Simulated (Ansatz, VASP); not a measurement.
**Al4Co3Ni: VASP beside Ansatz**

```xyz
8
Lattice="-2.8069 2.8069 2.8069 2.8069 -2.8069 2.8069 2.8069 2.8069 -2.8069" Properties=species:S:1:pos:R:3 pbc="T T T"
Al    1.4035   -1.4035    1.4035
Al   -1.4035    1.4035    1.4035
Al    1.4035    1.4035    1.4035
Al    1.4035    1.4035   -1.4035
Ni    0.0000    0.0000    0.0000
Co    0.0000    2.8069    0.0000
Co    2.8069    0.0000    0.0000
Co    0.0000    0.0000    2.8069
```

Alike in both runs: task single point; functional PBE; k mesh 10 × 10 × 10; occupations gaussian, width 0.1 eV; collinear spin.

|  | VASP | Ansatz |
| --- | --- | --- |
| version | VASP 6.6.1 | Ansatz 0.2.0 |
| potentials or method | VASP PAW PBE potentials, release 64 (Al, Ni, Co), cutoff 520 eV | scalar-relativistic, plane waves, PAW |
| valence electrons in the cell | 49 | 81 |

```tsv
	VASP	Ansatz	Ansatz less VASP
gap on the k mesh at the Fermi level (eV)	none	none	-
pressure (GPa)	11.9	12.0	+0.13
net moment per atom (μB)	0.09	0.09	-0.001
size of the moment on the site where the two differ most (μB)	0.07	0.08	+0.005
```

Site moments also hang on the region over which each program counts them. A gap of «none» marks a metal or a gap that the smearing closes. VASP's potentials hold 49 valence electrons a cell and Ansatz's 81, so a difference there can come from the potentials and not from the codes.
